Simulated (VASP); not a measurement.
# BaTiO3 (Barioperovskite) (Amm2) in VASP: settings compared, part 2 of 3

VASP 6.6.1. Earlier steps stand in the parts before.

## 3. Single point, LDA (volume scaled by 1.02)

INCAR reads:

```
  PREC = Accurate
  ENCUT = 520
  EDIFF = 1E-7
  ISMEAR = -1
  SIGMA = 0.05
  LREAL = F
  LASPH = T
  NELM = 100
  ALGO = Normal
  ISIF = 2
  LWAVE = F
  LCHARG = F
  GGA = CA
  NBANDS = 28
```

KPOINTS reads:

```
Automatic mesh
0
Gamma
  7 7 7
```

POSCAR reads:

```
BaTiO3
1.0
    4.0118948090      0.0000000000      0.0000000000
    0.0000000000      2.8556879648      2.8639926021
    0.0000000000     -2.8556879648      2.8639926021
Ba Ti O
1 1 3
Direct
    0.0000000000      0.0000000000      0.0000000000
    0.5000000000      0.5124000000      0.5124000000
    0.5000000000      0.9918400000      0.5052400000
    0.5000000000      0.5052400000      0.9918400000
    0.0000000000      0.4874000000      0.4874000000
```

Potentials or basis: VASP PAW LDA potentials, release 64 (Ba_sv, Ti_sv, O).

Started as:

```bash
cat potpaw_LDA.64/Ba_sv/POTCAR potpaw_LDA.64/Ti_sv/POTCAR potpaw_LDA.64/O/POTCAR > POTCAR
mpirun -np 1 vasp_std > vasp.out
```

OUTCAR:

```text
PREC = Accurate
   ENCUT = 520
   EDIFF = 1E-7
   ISMEAR = -1
   LREAL = F
   LASPH = T
   NELM = 100
   ISIF = 2
   GGA = CA

 ion  position               nearest neighbor table
   1  0.000  0.000  0.000-   5 2.79   4 2.83   3 2.83   3 2.83   4 2.83   5 2.86   5 2.86   4 2.86
                             3 2.86   3 2.86   4 2.86   5 2.94   2 3.44   2 3.44   2 3.49   2 3.49
   2  0.500  0.512  0.512-   3 1.94   4 1.94   5 2.01   5 2.01   3 2.11   4 2.11   1 3.44   1 3.44
                             1 3.49   1 3.49   1 3.49   1 3.49   1 3.56   1 3.56
   3  0.500  0.992  0.505-   2 1.94   2 2.11   1 2.83   1 2.83   1 2.86   1 2.86
   4  0.500  0.505  0.992-   2 1.94   2 2.11   1 2.83   1 2.83   1 2.86   1 2.86
   5  0.000  0.487  0.487-   2 2.01   2 2.01   1 2.79   1 2.86   1 2.86   1 2.94

  LATTYP: Found a base centered orthorhombic cell.
 ALAT       =     5.7113759296
 B/A-ratio  =     1.0029081039
 C/A-ratio  =     0.7024392823

  Lattice vectors:

 A1 = (   0.0000000000,   2.8556879648,  -2.8639926021)
 A2 = (   0.0000000000,   2.8556879648,   2.8639926021)
 A3 = (   4.0118948090,   0.0000000000,   0.0000000000)

Analysis of symmetry for initial positions (statically):
=====================================================================
 Subroutine PRICEL returns:
 Original cell was already a primitive cell.

 Routine SETGRP: Setting up the symmetry group for a
 base centered orthorhombic supercell.

 Subroutine GETGRP returns: Found  4 space group operations
 (whereof  4 operations were pure point group operations)
 out of a pool of  8 trial point group operations.

The static configuration has the point symmetry C_2v.

Analysis of symmetry for dynamics (positions and initial velocities):
=====================================================================
 Subroutine PRICEL returns:
 Original cell was already a primitive cell.

 Routine SETGRP: Setting up the symmetry group for a
 base centered orthorhombic supercell.

 Subroutine GETGRP returns: Found  4 space group operations
 (whereof  4 operations were pure point group operations)
 out of a pool of  8 trial point group operations.

The dynamic configuration has the point symmetry C_2v.

 Subroutine INISYM returns: Found  4 space group operations
 (whereof  4 operations are pure point group operations),
 and found     1 'primitive' translations

----------------------------------------------------------------------------------------

                                     Primitive cell

  volume of cell :      65.6239

  direct lattice vectors                    reciprocal lattice vectors
     4.011894809  0.000000000  0.000000000     0.249258779  0.000000000  0.000000000
     0.000000000  2.855687965  2.863992602     0.000000000  0.175089158  0.174581457
     0.000000000 -2.855687965  2.863992602     0.000000000 -0.175089158  0.174581457

  length of vectors
     4.011894809  4.044429178  4.044429178     0.249258779  0.247254723  0.247254723

  position of ions in fractional coordinates (direct lattice)
     0.000000000  0.000000000  0.000000000
     0.500000000  0.512400000  0.512400000
[... 35 lines left out ...]

 Found     64 irreducible k-points:

 Following reciprocal coordinates:
            Coordinates               Weight
  0.000000  0.000000  0.000000      1.000000
  0.142857  0.000000  0.000000      2.000000
  0.285714  0.000000  0.000000      2.000000
  0.428571  0.000000  0.000000      2.000000
  0.000000  0.142857  0.000000      4.000000
  0.142857  0.142857  0.000000      8.000000
[... 16 lines left out ...]
  0.285714  0.285714  0.142857      8.000000
  0.428571  0.285714  0.142857      8.000000
 [... further k-points ...]
   k-points           NKPTS =     64   k-points in BZ     NKDIM =     64   number of bands    NBANDS=     28
   number of dos      NEDOS =    301   number of ions     NIONS =      5
   total plane-waves  NPLWV =  27000
   dimension x,y,z NGX =    30 NGY =   30 NGZ =   30
   dimension x,y,z NGXF=    60 NGYF=   60 NGZF=   60
   ions per type =               1   1   3
   NGX,Y,Z   is equivalent  to a cutoff of  12.43, 12.33, 12.33 a.u.
   NGXF,Y,Z  is equivalent  to a cutoff of  24.86, 24.66, 24.66 a.u.
 SYSTEM =  unknown system
   PREC   = accura    normal or accurate (medium, high low for compatibility)
   ISTART =      0    job   : 0-new  1-cont  2-samecut
   ICHARG =      2    charge: 1-file 2-atom 10-const
   ISPIN  =      1    spin polarized calculation?
   LNONCOLLINEAR =      F non collinear calculations
   LSORBIT =      F    spin-orbit coupling
   LASPH  =      T    aspherical Exc in radial PAW
   ENCUT  =  520.0 eV  38.22 Ry    6.18 a.u.   7.46  7.52  7.52*2*pi/ulx,y,z
   NELM   =    100;   NELMIN=  2; NELMDL= -5     # of ELM steps
   EDIFF  = 0.1E-06   stopping-criterion for ELM
   LREAL  =      F    real-space projection
   EDIFFG = 0.1E-05   stopping-criterion for IOM
   NSW    =      0    number of steps for IOM
   IBRION =     -1    ionic relax: 0-MD 1-quasi-New 2-CG
   NFREE  =      0    steps in history (QN), initial steepest desc. (CG)
   ISIF   =      2    stress and relaxation
   ISYM   =      2    0-nonsym 1-usesym 2-fastsym
   POTIM  = 0.5000    time-step for ionic-motion
   TEBEG  =    0.0;   TEEND  =   0.0 temperature during run
   PSTRESS=    0.0 pullay stress
   NELECT =      40.0000    total number of electrons
   NUPDOWN=      -1.0000    fix difference up-down
   EMIN   =  10.00;   EMAX   =-10.00  energy-range for DOS
   EFERMI =   0.00;   METHOD = LEGACY
   ISMEAR =    -1;   SIGMA  =   0.05  broadening in eV -4-tet -1-fermi 0-gaus
   EFERMI_NEDOS =   21; number of points for ismear=-14 and -15
   IALGO  =     38    algorithm
   IMIX   =      4    mixing-type and parameters
     AMIX     =   0.40;   BMIX     =  1.00
     AMIX_MAG =   1.60;   BMIX_MAG =  1.00
  volume/ion in A,a.u.               =      13.12        88.57
  Fermi-wavevector in a.u.,A,eV,Ry     =   1.388057  2.623048 26.214392  1.926703
  Thomas-Fermi vector in A             =   2.512220
   LORBIT       =      0    0 simple, 1 ext, 2 COOP (PROOUT), +10 PAW based schemes
   GGA     = CA    functional components
   LHFCALC =     F    Hartree Fock is set to
   AEXX    =    0.0000 exact exchange contribution
   IVDW    =     0    specifies the selected vdW correction
   LEPSILON=     F    determine dielectric tensor
   LRPA    =     F    only Hartree local field effects (RPA)
 non-spin polarized calculation
  energy-cutoff  :      520.00
  volume of cell :       65.62
 maximum number of plane-waves:      1789
 NGX is ok and might be reduce to    30
   NGX = 15   NGY = 15   NGZ = 15

 number of electron      39.9999994 magnetization

 Free energy of the ion-electron system (eV)
  ---------------------------------------------------
  ext. energy  EPLUGINS =         0.00000000
  ---------------------------------------------------
  free energy    TOTEN  =       -44.03746872 eV

  energy without entropy =      -44.03746872  energy(sigma->0) =      -44.03746872

 E-fermi :   4.2222     XC(G=0): -11.6151

 val. band max:        3.2709105957   @ k =   0.4286   0.4286   0.4286
 cond. band min:       5.0640591211   @ k =   0.0000   0.0000   0.0000
 fundamental gap:      1.7931485254
 Fermi energy:         4.2221937705

 k-point     1 :       0.0000    0.0000    0.0000
  band No.  band energies     occupation
      1     -52.5615      2.00000
      2     -29.1794      2.00000
      3     -29.1780      2.00000
      4     -29.1635      2.00000
      5     -21.3757      2.00000
      6     -13.1842      2.00000
[... 733 lines left out ...]
     27      11.4676      0.00000
     28      11.6258      0.00000

 [... further k-points ...]

------------------------ aborting loop because EDIFF is reached ----------------------------------------

  FORCE on cell =-STRESS in cart. coord.  units (eV):
  Direction    XX          YY          ZZ          XY          YZ          ZX
  --------------------------------------------------------------------------------------
  -------------------------------------------------------------------------------------
  Total       -3.9155719     -3.8439330     -4.0903053      0.0000000      0.0000000      0.0000000
  in kB      -95.5968566    -93.8478256    -99.8628897      0.0000000      0.0000000      0.0000000
  external PRESSURE =     -96.4358573 kB  Pullay stress =       0.0000000 kB

 VOLUME and BASIS-vectors are now :
 -----------------------------------------------------------------------------
  energy-cutoff  :      520.00
  volume of cell :       65.62
      direct lattice vectors                 reciprocal lattice vectors
     4.011894809  0.000000000  0.000000000     0.249258779  0.000000000  0.000000000
     0.000000000  2.855687965  2.863992602     0.000000000  0.175089158  0.174581457
     0.000000000 -2.855687965  2.863992602     0.000000000 -0.175089158  0.174581457

 POSITION                                       TOTAL-FORCE (eV/Angst)
 -----------------------------------------------------------------------------------
      0.00000      0.00000      0.00000         0.000000      0.000000      0.157900
      2.00595      0.00000      2.93502         0.000000      0.000000      0.294854
      2.00595      1.38958      4.28763         0.000000     -0.106151     -0.345364
      2.00595     -1.38958      4.28763         0.000000      0.106151     -0.345364
      0.00000      0.00000      2.79182         0.000000      0.000000      0.237974
 -----------------------------------------------------------------------------------
    total drift:                                0.000000      0.000001      0.000888

  FREE ENERGIE OF THE ION-ELECTRON SYSTEM (eV)
  ---------------------------------------------------
  free  energy   TOTEN  =       -44.0374687201 eV

  energy  without entropy=      -44.0374687186  energy(sigma->0) =      -44.03746872
```

It took 1.7 min on 1 thread of AMD EPYC 9R14 (Zen 4), shared host; peak memory 0.2 GiB.

Results:

| Item | Value |
| --- | --- |
| Free energy | -44.0375 eV |
| Pressure | -9.6 GPa |
| Largest force | 0.361 eV/Å |
| Band gap on the k mesh | 1.79 eV, indirect (least direct gap 1.94 eV) |

Forces on the atoms (eV/Å):
```
Ba   0.000  0.000  0.158
Ti   0.000  0.000  0.295
O    0.000 -0.106 -0.345
O    0.000  0.106 -0.345
O    0.000  0.000  0.238
```

Stress tensor (GPa, compression positive):
```
-9.56  0.00  0.00
 0.00 -9.38  0.00
 0.00  0.00 -9.99
```

Levels at points of the mesh, in eV from the valence-band top:
```
           k point  band 16  band 17  band 18  band 19  band 20  band 21  band 22  band 23  band 24  band 25
(0.00, 0.00, 0.00)    -1.06    -1.01    -0.30    -0.19    -0.15     1.79     1.86     2.01     3.98     4.03
```

Caveat: spin-orbit coupling is left out, which moves the levels of the heavy elements. A k mesh can miss the band edges.

(Continued in part 3 of 3.)
